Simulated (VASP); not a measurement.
# Au (I4/mmm) in VASP: notebook, part 2 of 3

VASP 6.6.1.

### 3 Single point, PBEsol (strain +0.000 along x and y, -0.015 along z)

INCAR

```
ALGO = Fast
EDIFF = 1E-6
ENCUT = 520
GGA = PS
ISIF = 2
ISMEAR = 0
LASPH = True
LCHARG = False
LREAL = False
LWAVE = False
NBANDS = 12
NELM = 60
PREC = Accurate
SIGMA = 0.15
```

KPOINTS

```
k-points
0
Gamma
  20 20 20
```

POSCAR

```
Au
1.0
    0.0000000000      2.0455000000      2.0148175000
    2.0455000000      0.0000000000      2.0148175000
    2.0455000000      2.0455000000      0.0000000000
Au
1
Direct
    0.0000000000      0.0000000000      0.0000000000
```

Potentials or basis: VASP PAW PBE potentials, release 64 (Au).

Run with:

```bash
> cat potpaw_PBE.64/Au/POTCAR > POTCAR
> mpirun -np 1 vasp_std > vasp.out
```

OUTCAR:

```text
EDIFF = 1E-6
   ENCUT = 520
   GGA = PS
   ISIF = 2
   ISMEAR = 0
   LASPH = True
   LREAL = False
   NELM = 60
   PREC = Accurate

 ion  position               nearest neighbor table
   1  0.000  0.000  0.000-

  LATTYP: Found a body centered tetragonal cell.
 ALAT       =     2.8927738418
 C/A-ratio  =     1.3930003589

  Lattice vectors:

 A1 = (   0.0000000000,  -2.0455000000,  -2.0148175000)
 A2 = (   0.0000000000,   2.0455000000,  -2.0148175000)
 A3 = (   2.0455000000,   0.0000000000,   2.0148175000)

Analysis of symmetry for initial positions (statically):
=====================================================================
 Subroutine PRICEL returns:
 Original cell was already a primitive cell.

 Routine SETGRP: Setting up the symmetry group for a
 body centered tetragonal supercell.

 Subroutine GETGRP returns: Found 16 space group operations
 (whereof 16 operations were pure point group operations)
 out of a pool of 16 trial point group operations.

The static configuration has the point symmetry D_4h.

Analysis of symmetry for dynamics (positions and initial velocities):
=====================================================================
 Subroutine PRICEL returns:
 Original cell was already a primitive cell.

 Routine SETGRP: Setting up the symmetry group for a
 body centered tetragonal supercell.

 Subroutine GETGRP returns: Found 16 space group operations
 (whereof 16 operations were pure point group operations)
 out of a pool of 16 trial point group operations.

The dynamic configuration has the point symmetry D_4h.

 Subroutine INISYM returns: Found 16 space group operations
 (whereof 16 operations are pure point group operations),
 and found     1 'primitive' translations

----------------------------------------------------------------------------------------

                                     Primitive cell

  volume of cell :      16.8603

  direct lattice vectors                    reciprocal lattice vectors
     0.000000000  2.045500000  2.014817500    -0.244439012  0.244439012  0.248161434
     2.045500000  0.000000000  2.014817500     0.244439012 -0.244439012  0.248161434
     2.045500000  2.045500000  0.000000000     0.244439012  0.244439012 -0.248161434

  length of vectors
     2.871160011  2.871160011  2.892773842     0.425540784  0.425540784  0.425540784

  position of ions in fractional coordinates (direct lattice)
     0.000000000  0.000000000  0.000000000

  ion indices of the primitive-cell ions
   primitive index   ion index
                 1           1

----------------------------------------------------------------------------------------

 KPOINTS: k-points

Automatic generation of k-mesh.
 Grid dimensions read from file:
 generate k-points for:   20   20   20

 Generating k-lattice:

  Cartesian coordinates                     Fractional coordinates (reciprocal lattice)
    -0.012221951  0.012221951  0.012408072     0.050000000 -0.000000000  0.000000000
     0.012221951 -0.012221951  0.012408072    -0.000000000  0.050000000  0.000000000
     0.012221951  0.012221951 -0.012408072     0.000000000  0.000000000  0.050000000

  Length of vectors
     0.021277039  0.021277039  0.021277039

  Shift w.r.t. Gamma in fractional coordinates (k-lattice)
     0.000000000  0.000000000  0.000000000

 Subroutine IBZKPT returns following result:
 ===========================================

 Found    641 irreducible k-points:

 Following reciprocal coordinates:
            Coordinates               Weight
  0.000000  0.000000  0.000000      1.000000
  0.050000 -0.000000  0.000000      8.000000
  0.100000 -0.000000  0.000000      8.000000
  0.150000 -0.000000  0.000000      8.000000
  0.200000 -0.000000  0.000000      8.000000
  0.250000  0.000000  0.000000      8.000000
[... 16 lines left out ...]
 -0.400000  0.050000  0.000000      8.000000
 -0.350000  0.050000  0.000000      8.000000
 [... further k-points ...]
   k-points           NKPTS =    641   k-points in BZ     NKDIM =    641   number of bands    NBANDS=     12
   number of dos      NEDOS =    301   number of ions     NIONS =      1
   total plane-waves  NPLWV =  13824
   dimension x,y,z NGX =    24 NGY =   24 NGZ =   24
   dimension x,y,z NGXF=    48 NGYF=   48 NGZF=   48
   ions per type =               1
   NGX,Y,Z   is equivalent  to a cutoff of  13.90, 13.90, 13.79 a.u.
   NGXF,Y,Z  is equivalent  to a cutoff of  27.79, 27.79, 27.59 a.u.
 SYSTEM =  unknown system
   PREC   = accura    normal or accurate (medium, high low for compatibility)
   ISTART =      0    job   : 0-new  1-cont  2-samecut
   ICHARG =      2    charge: 1-file 2-atom 10-const
   ISPIN  =      1    spin polarized calculation?
   LNONCOLLINEAR =      F non collinear calculations
   LSORBIT =      F    spin-orbit coupling
   LASPH  =      T    aspherical Exc in radial PAW
   ENCUT  =  520.0 eV  38.22 Ry    6.18 a.u.   5.34  5.34  5.38*2*pi/ulx,y,z
   NELM   =     60;   NELMIN=  2; NELMDL= -5     # of ELM steps
   EDIFF  = 0.1E-05   stopping-criterion for ELM
   LREAL  =      F    real-space projection
   EDIFFG = 0.1E-04   stopping-criterion for IOM
   NSW    =      0    number of steps for IOM
   IBRION =     -1    ionic relax: 0-MD 1-quasi-New 2-CG
   NFREE  =      0    steps in history (QN), initial steepest desc. (CG)
   ISIF   =      2    stress and relaxation
   ISYM   =      2    0-nonsym 1-usesym 2-fastsym
   POTIM  = 0.5000    time-step for ionic-motion
   TEBEG  =    0.0;   TEEND  =   0.0 temperature during run
   PSTRESS=    0.0 pullay stress
   NELECT =      11.0000    total number of electrons
   NUPDOWN=      -1.0000    fix difference up-down
   EMIN   =  10.00;   EMAX   =-10.00  energy-range for DOS
   EFERMI =   0.00;   METHOD = LEGACY
   ISMEAR =     0;   SIGMA  =   0.15  broadening in eV -4-tet -1-fermi 0-gaus
   EFERMI_NEDOS =   21; number of points for ismear=-14 and -15
   IALGO  =     68    algorithm
   IMIX   =      4    mixing-type and parameters
     AMIX     =   0.40;   BMIX     =  1.00
     AMIX_MAG =   1.60;   BMIX_MAG =  1.00
  volume/ion in A,a.u.               =      16.86       113.78
  Fermi-wavevector in a.u.,A,eV,Ry     =   1.419877  2.683179 27.430049  2.016052
  Thomas-Fermi vector in A             =   2.540852
   LORBIT       =      0    0 simple, 1 ext, 2 COOP (PROOUT), +10 PAW based schemes
   GGA     = PS    functional components
   LHFCALC =     F    Hartree Fock is set to
   AEXX    =    0.0000 exact exchange contribution
   IVDW    =     0    specifies the selected vdW correction
   LEPSILON=     F    determine dielectric tensor
   LRPA    =     F    only Hartree local field effects (RPA)
 non-spin polarized calculation
 RMM-DIIS sequential band-by-band and
 Gauss-broadening in eV      SIGMA  =   0.15
  energy-cutoff  :      520.00
  volume of cell :       16.86
 maximum number of plane-waves:       471
 NGX is ok and might be reduce to    24
   NGX = 11   NGY = 11   NGZ = 11

 number of electron      10.9999999 magnetization

 Free energy of the ion-electron system (eV)
  ---------------------------------------------------
  ext. energy  EPLUGINS =         0.00000000
  ---------------------------------------------------
  free energy    TOTEN  =        -3.92495088 eV

  energy without entropy =       -3.92178971  energy(sigma->0) =       -3.92337030

 E-fermi :   9.4374     XC(G=0): -12.9481

 val. band max:        9.4056756642   @ k =   0.5000   0.1500   0.0500
 cond. band min:       9.4587100546   @ k =   0.5000   0.1000   0.2500
 fundamental gap:      0.0530343904
 Fermi energy:         9.4373866460

 k-point     1 :       0.0000    0.0000    0.0000
  band No.  band energies     occupation
      1      -0.5771      2.00000
      2       4.6765      2.00000
      3       4.6765      2.00000
      4       4.8119      2.00000
      5       6.2041      2.00000
      6       6.3532      2.00000
      7      23.9469      0.00000
      8      27.9100      0.00000
      9      27.9100      0.00000
     10      28.1799      0.00000
     11      32.9046      0.00000
     12      37.4942      0.00000
[... 331 lines left out ...]
 k-point    24 :      -0.3500    0.0500    0.0000
  band No.  band energies     occupation
      1       2.0312      2.00000
      2       4.7902      2.00000
      3       4.8523      2.00000
      4       5.7999      2.00000
      5       6.9466      2.00000
      6       7.4533      2.00000
      7      16.1380      0.00000
      8      24.0595      0.00000
      9      26.8600      0.00000
     10      28.1841      0.00000
     11      32.7876      0.00000
     12      33.5299      0.00000

 [... further k-points ...]

------------------------ aborting loop because EDIFF is reached ----------------------------------------

  FORCE on cell =-STRESS in cart. coord.  units (eV):
  Direction    XX          YY          ZZ          XY          YZ          ZX
  --------------------------------------------------------------------------------------
  -------------------------------------------------------------------------------------
  Total        0.1385534      0.1385534      0.1907509      0.0000000     -0.0000000      0.0000000
  in kB       13.1662757     13.1662757     18.1264370      0.0000000     -0.0000000      0.0000000
  external PRESSURE =      14.8196628 kB  Pullay stress =       0.0000000 kB

 VOLUME and BASIS-vectors are now :
 -----------------------------------------------------------------------------
  energy-cutoff  :      520.00
  volume of cell :       16.86
      direct lattice vectors                 reciprocal lattice vectors
     0.000000000  2.045500000  2.014817500    -0.244439012  0.244439012  0.248161434
     2.045500000  0.000000000  2.014817500     0.244439012 -0.244439012  0.248161434
     2.045500000  2.045500000  0.000000000     0.244439012  0.244439012 -0.248161434

 POSITION                                       TOTAL-FORCE (eV/Angst)
 -----------------------------------------------------------------------------------
      0.00000      0.00000      0.00000         0.000000      0.000000     -0.000000
 -----------------------------------------------------------------------------------
    total drift:                               -0.000000      0.000000      0.000000

  FREE ENERGIE OF THE ION-ELECTRON SYSTEM (eV)
  ---------------------------------------------------
  free  energy   TOTEN  =        -3.9249508829 eV

  energy  without entropy=       -3.9217897101  energy(sigma->0) =       -3.92337030
```

OSZICAR:

```text
N       E                     dE             d eps       ncg     rms          rms(c)
DAV:   1     0.486584214995E+02    0.48658E+02   -0.56053E+03 16060   0.819E+02
DAV:   2    -0.356128558915E+01   -0.52220E+02   -0.49018E+02 18052   0.187E+02
DAV:   3    -0.426241563368E+01   -0.70113E+00   -0.70023E+00 18624   0.209E+01
DAV:   4    -0.426476201614E+01   -0.23464E-02   -0.23463E-02 18472   0.139E+00
DAV:   5    -0.426477890088E+01   -0.16885E-04   -0.16884E-04 18960   0.112E-01    0.991E+00
RMM:   6    -0.395098381039E+01    0.31380E+00   -0.35755E-01 15452   0.496E+00    0.607E+00
RMM:   7    -0.392790361687E+01    0.23080E-01   -0.42509E-02 16351   0.190E+00    0.290E+00
RMM:   8    -0.392499385580E+01    0.29098E-02   -0.41598E-03 17212   0.563E-01    0.400E-01
RMM:   9    -0.392494914178E+01    0.44714E-04   -0.52145E-04 18154   0.192E-01    0.116E-01
RMM:  10    -0.392495079331E+01   -0.16515E-05   -0.77946E-05 18018   0.669E-02    0.780E-02
RMM:  11    -0.392495082495E+01   -0.31637E-07   -0.15418E-05 17004   0.256E-02    0.109E-02
RMM:  12    -0.392495088290E+01   -0.57952E-07   -0.16981E-06 14340   0.810E-03
   1 F= -.39249509E+01 E0= -.39233703E+01  d E =-.316117E-02
```

stdout:

```text
POSCAR found type information on POSCAR Au
 POSCAR found :  1 types and       1 ions
 scaLAPACK will be used
 -----------------------------------------------------------------------------
|                                                                             |
|                                                                             |
|     You enforced a specific xc type in the INCAR file but a different       |
|     I HOPE YOU KNOW WHAT YOU ARE DOING!                                     |
|                                                                             |
 -----------------------------------------------------------------------------

 LDA part: xc-table for (Slater+PW92), standard interpolation
 POSCAR, INCAR and KPOINTS ok, starting setup
 FFT: planning ... GRIDC
 FFT: planning ... GRID_SOFT
 FFT: planning ... GRID
 WAVECAR not read
 entering main loop
```

Wall time 93 s (1 thread of AMD EPYC 9R45 (Zen 5), shared host); peak memory 0.21 GiB.

What came out:

```
Free energy            : -3.9250 eV
Pressure               : 1.5 GPa
Band gap on the k mesh : zero (an odd number of electrons rules out a gap without spin polarisation)
```

Stress tensor (GPa, compression positive):
```
1.32 0.00 0.00
0.00 1.32 0.00
0.00 0.00 1.81
```

Caveat: the cell differs from its parent crystal (strain +0.000 along x and y, -0.015 along z); the PAW data sets were made with another functional, which shifts forces and pressure a little; spin-orbit coupling is left out, which moves the levels of the heavy elements.

### 4 Single point, PBEsol (strain -0.015 along x and y, +0.015 along z)

INCAR

```
SYSTEM = Au
ALGO = Normal
EDIFF = 1E-6
ENCUT = 520
GGA = PS
ISIF = 2
ISMEAR = 0
LASPH = .True.
LCHARG = .False.
LREAL = .False.
LWAVE = .False.
NBANDS = 12
NELM = 100
PREC = Accurate
SIGMA = 0.15
```

KPOINTS

```
k-points
0
Gamma
  20 20 20
  0 0 0
```

POSCAR

```
Au
1.0
    0.0000000000      2.0148175000      2.0761825000
    2.0148175000      0.0000000000      2.0761825000
    2.0148175000      2.0148175000      0.0000000000
Au
1
Direct
    0.0000000000      0.0000000000      0.0000000000
```

Run with:

```bash
> cat potpaw_PBE.64/Au/POTCAR > POTCAR
> mpirun -np 1 vasp_std > vasp.out
```

It took 78 s on 1 thread of AMD EPYC 9R45 (Zen 5), shared host; peak memory 0.22 GiB.

The run converged. Its results:

| Item | Value |
| --- | --- |
| Free energy | -3.9241 eV |
| Pressure | 1.5 GPa |
| Band gap on the k mesh | zero (an odd number of electrons rules out a gap without spin polarisation) |

Stress tensor (GPa, compression positive):
```
1.82 0.00 0.00
0.00 1.82 0.00
0.00 0.00 0.76
```

Levels at points of the mesh, in eV from the Fermi level:
```csv
k point,band 4,band 5,band 6,band 7,band 8,band 9
"(0.00, 0.00, 0.00)",-4.63,-3.33,-3.02,14.51,18.21,18.73
"(0.50, 0.00, 0.00)",-2.00,-1.88,-1.06,3.13,13.89,16.91
"(0.50, 0.50, 0.00)",-1.63,-1.63,0.60,5.38,10.35,10.35
"(0.50, 0.00, 0.50)",-1.72,-1.50,1.11,6.08,9.79,9.86
```

Caveat: the cell differs from its parent crystal (strain -0.015 along x and y, +0.015 along z); the PAW data sets were made with another functional, which shifts forces and pressure a little; spin-orbit coupling is left out, which moves the levels of the heavy elements.

[end of part 2 of 3]
